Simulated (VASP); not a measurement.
Crystal: K3TaO3.

```
CELL_PARAMETERS angstrom
6.35446 0.00000 0.00000
-3.17723 5.50312 0.00000
0.00000 0.00000 5.12846
ATOMIC_POSITIONS crystal
K 0.50000 0.00000 0.50000
K 0.00000 0.50000 0.50000
K 0.50000 0.50000 0.50000
Ta 0.00000 0.00000 0.50000
O 0.50000 0.00000 0.00000
O 0.00000 0.50000 0.00000
O 0.50000 0.50000 0.00000
```

The cell was generated, and may not be a known phase.

* Program: VASP 6.6.1
* Task: relaxation of cell and atoms
* Functional: PBE
* Potentials or basis: VASP PAW PBE potentials, release 64 (K_sv, Ta_sv_GW, O)
* Cutoff: 700 eV
* k mesh: 2 × 2 × 3
* Occupations: gaussian, width 0.15 eV
* Spin: no spin polarisation

At the start: pressure 0.2 GPa; volume 25.62 Å³/atom.

Q: How do energy, volume and symmetry change on relaxing?

A: Over 15 steps the energy falls by 243.5 meV/atom and the volume is 35.97 Å³/atom (+40.4 %); space group P6/mmm (No. 191, to 0.1 Å) before and after.

Step by step:
| step | energy change (eV) | largest force (eV/Å) | pressure (GPa) | volume (Å³) |
| --- | --- | --- | --- | --- |
| 1 | 0.0000 | 0.0000 | 0.23 | 179.34 |
| 2 | -0.8045 | 0.0000 | 1.88 | 179.55 |
| 3 | -1.0435 | 0.0000 | 2.71 | 178.55 |
| 4 | 0.9191 | 0.0000 | 13.60 | 173.15 |
| 5 | -1.0716 | 0.0000 | 2.75 | 178.29 |
| 6 | -0.8384 | 0.0000 | 6.13 | 176.22 |
| 7 | -1.0993 | 0.0000 | 3.00 | 177.92 |
| 8 | -1.0659 | 0.0000 | 4.22 | 177.18 |
| 9 | -1.1029 | 0.0000 | 3.38 | 177.65 |
| 10 | -1.4006 | 0.0000 | 1.96 | 195.57 |
| 11 | -1.6702 | 0.0000 | 0.22 | 233.31 |
| 12 | -1.6914 | 0.0000 | -0.20 | 247.40 |
| 13 | -1.6917 | 0.0000 | -0.27 | 250.19 |
| 14 | -1.6983 | 0.0000 | 0.22 | 252.85 |
| 15 | -1.7047 | 0.0000 | 0.00 | 251.82 |

Final structure:
```xyz
7
Lattice="8.0884 0.0000 0.0000 -4.0442 7.0048 0.0000 0.0000 0.0000 4.4447" Properties=species:S:1:pos:R:3 pbc="T T T"
K     4.0442    0.0000    2.2223
K    -2.0221    3.5024    2.2223
K     2.0221    3.5024    2.2223
Ta    0.0000    0.0000    2.2223
O     4.0442    0.0000    0.0000
O    -2.0221    3.5024    0.0000
O     2.0221    3.5024    0.0000
```

Caveat: the k points lie up to 0.47 Å⁻¹ apart in the final cell; the volume moved by over 15 % at a fixed basis, so the end points are rough; the highest band is partly filled, so the run has too few bands.
